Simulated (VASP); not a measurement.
# BN (rocksalt type) (Fm-3m) in VASP: notebook, part 2 of 2

VASP 6.6.1. The steps go on from the part before.

## 3. Single point, PBE

This run uses another cell than the first one, of 5.38 Å³/atom, 1.433 times its volume.

Input file INCAR:

```
SYSTEM = BN
PREC = Accurate
ENCUT = 520
EDIFF = 1E-6
ISMEAR = -1
SIGMA = 0.05
LREAL = .False.
LASPH = .True.
NELM = 80
ALGO = Normal
ISIF = 2
LWAVE = .False.
LCHARG = .False.
GGA = PE
NBANDS = 11
```

Input file KPOINTS:

```
regular mesh
0
Gamma
  16 16 16
  0 0 0
```

Input file POSCAR:

```
BN
1.0
    0.0000000000      1.7517369374      1.7517369374
    1.7517369374      0.0000000000      1.7517369374
    1.7517369374      1.7517369374      0.0000000000
B N
1 1
Direct
    0.0000000000      0.0000000000      0.0000000000
    0.5000000000      0.5000000000      0.5000000000
```

Potentials or basis: VASP PAW PBE potentials, release 64 (B, N).

On the command line:

```
> cat potpaw_PBE.64/B/POTCAR potpaw_PBE.64/N/POTCAR > POTCAR
> mpirun -np 1 vasp_std > vasp.out
```

OUTCAR:

```text
SYSTEM = BN
   PREC = Accurate
   ENCUT = 520
   EDIFF = 1E-6
   ISMEAR = -1
   LREAL = .False.
   LASPH = .True.
   NELM = 80
   ISIF = 2
   GGA = PE

 ion  position               nearest neighbor table
   1  0.000  0.000  0.000-   2 1.75   2 1.75   2 1.75   2 1.75   2 1.75   2 1.75
   2  0.500  0.500  0.500-   1 1.75   1 1.75   1 1.75   1 1.75   1 1.75   1 1.75

  LATTYP: Found a face centered cubic cell.
 ALAT       =     3.5034738748

  Lattice vectors:

 A1 = (   0.0000000000,   1.7517369374,   1.7517369374)
 A2 = (   1.7517369374,   0.0000000000,   1.7517369374)
 A3 = (   1.7517369374,   1.7517369374,   0.0000000000)

Analysis of symmetry for initial positions (statically):
=====================================================================
 Subroutine PRICEL returns:
 Original cell was already a primitive cell.

 Routine SETGRP: Setting up the symmetry group for a
 face centered cubic supercell.

 Subroutine GETGRP returns: Found 48 space group operations
 (whereof 48 operations were pure point group operations)
 out of a pool of 48 trial point group operations.

The static configuration has the point symmetry O_h .

Analysis of symmetry for dynamics (positions and initial velocities):
=====================================================================
 Subroutine PRICEL returns:
 Original cell was already a primitive cell.

 Routine SETGRP: Setting up the symmetry group for a
 face centered cubic supercell.

 Subroutine GETGRP returns: Found 48 space group operations
 (whereof 48 operations were pure point group operations)
 out of a pool of 48 trial point group operations.

The dynamic configuration has the point symmetry O_h .

 Subroutine INISYM returns: Found 48 space group operations
 (whereof 48 operations are pure point group operations),
 and found     1 'primitive' translations

----------------------------------------------------------------------------------------
[... 113 lines left out ...]
     AMIX_MAG =   1.60;   BMIX_MAG =  1.00
  volume/ion in A,a.u.               =       5.38        36.27
  Fermi-wavevector in a.u.,A,eV,Ry     =   1.483517  2.803441 29.944022  2.200823
  Thomas-Fermi vector in A             =   2.597169
   LORBIT       =      0    0 simple, 1 ext, 2 COOP (PROOUT), +10 PAW based schemes
   GGA     = PE    functional components
   LHFCALC =     F    Hartree Fock is set to
   AEXX    =    0.0000 exact exchange contribution
   IVDW    =     0    specifies the selected vdW correction
   LEPSILON=     F    determine dielectric tensor
   LRPA    =     F    only Hartree local field effects (RPA)
 non-spin polarized calculation
  energy-cutoff  :      520.00
  volume of cell :       10.75
 maximum number of plane-waves:       303
   NGX =  9   NGY =  9   NGZ =  9

 number of electron       7.9999998 magnetization

 Free energy of the ion-electron system (eV)
  ---------------------------------------------------
  ext. energy  EPLUGINS =         0.00000000
  ---------------------------------------------------
  free energy    TOTEN  =       -13.94604976 eV

  energy without entropy =      -13.94604970  energy(sigma->0) =      -13.94604973

 E-fermi :  10.9038     XC(G=0): -13.7098

 val. band max:       10.2572871569   @ k =  -0.1875   0.1250   0.0000
 cond. band min:      11.4326743838   @ k =   0.5000   0.5000   0.0000
 fundamental gap:      1.1753872270
 Fermi energy:        10.9038154783

 k-point     1 :       0.0000    0.0000    0.0000
  band No.  band energies     occupation
      1     -12.1105      2.00000
      2       9.3855      2.00000
      3       9.3855      2.00000
      4       9.3855      2.00000
      5      19.2718      0.00000
      6      22.2479      0.00000
      7      22.2479      0.00000
      8      22.2479      0.00000
      9      28.7925      0.00000
     10      28.7925      0.00000
     11      28.7925      0.00000
[... 309 lines left out ...]
 k-point    24 :      -0.0625    0.0625    0.0000
  band No.  band energies     occupation
      1     -11.8196      2.00000
      2       8.4081      2.00000
      3       8.8676      2.00000
      4       9.5993      2.00000
      5      19.6021      0.00000
      6      20.8808      0.00000
      7      21.6248      0.00000
      8      22.2042      0.00000
      9      27.7486      0.00000
     10      29.1730      0.00000
     11      30.1933      0.00000

 [... further k-points ...]
[... 5 lines left out ...]
  --------------------------------------------------------------------------------------
  -------------------------------------------------------------------------------------
  Total       -0.0057219     -0.0057219     -0.0057219      0.0000000      0.0000000     -0.0000000
  in kB       -0.8527352     -0.8527352     -0.8527352      0.0000000      0.0000000     -0.0000000
  external PRESSURE =      -0.8527352 kB  Pullay stress =       0.0000000 kB

 VOLUME and BASIS-vectors are now :
 -----------------------------------------------------------------------------
  energy-cutoff  :      520.00
  volume of cell :       10.75
      direct lattice vectors                 reciprocal lattice vectors
     0.000000000  1.751736937  1.751736937    -0.285430985  0.285430985  0.285430985
     1.751736937  0.000000000  1.751736937     0.285430985 -0.285430985  0.285430985
     1.751736937  1.751736937  0.000000000     0.285430985  0.285430985 -0.285430985

 POSITION                                       TOTAL-FORCE (eV/Angst)
 -----------------------------------------------------------------------------------
      0.00000      0.00000      0.00000         0.000000     -0.000000      0.000000
      1.75174      1.75174      1.75174        -0.000000      0.000000     -0.000000
 -----------------------------------------------------------------------------------
    total drift:                               -0.000000     -0.000000     -0.000000

  FREE ENERGIE OF THE ION-ELECTRON SYSTEM (eV)
  ---------------------------------------------------
  free  energy   TOTEN  =       -13.9460497624 eV

  energy  without entropy=      -13.9460497030  energy(sigma->0) =      -13.94604973
```

stdout:

```text
POSCAR found type information on POSCAR B N
 POSCAR found :  2 types and       2 ions
 scaLAPACK will be used
 LDA part: xc-table for (Slater+PW92), standard interpolation
 POSCAR, INCAR and KPOINTS ok, starting setup
 FFT: planning ... GRIDC
 FFT: planning ... GRID_SOFT
 FFT: planning ... GRID
 WAVECAR not read
 entering main loop
```

Wall time 9.1 s (1 thread of Intel Xeon Platinum 8375C at 2.90GHz (Ice Lake), shared host); peak memory 0.12 GiB.

What came out:

```yaml
Free_energy: -13.9460 eV
Pressure: -0.1 GPa
Band_gap_on_the_k_mesh: 1.18 eV, indirect (least direct gap 5.82 eV)
```
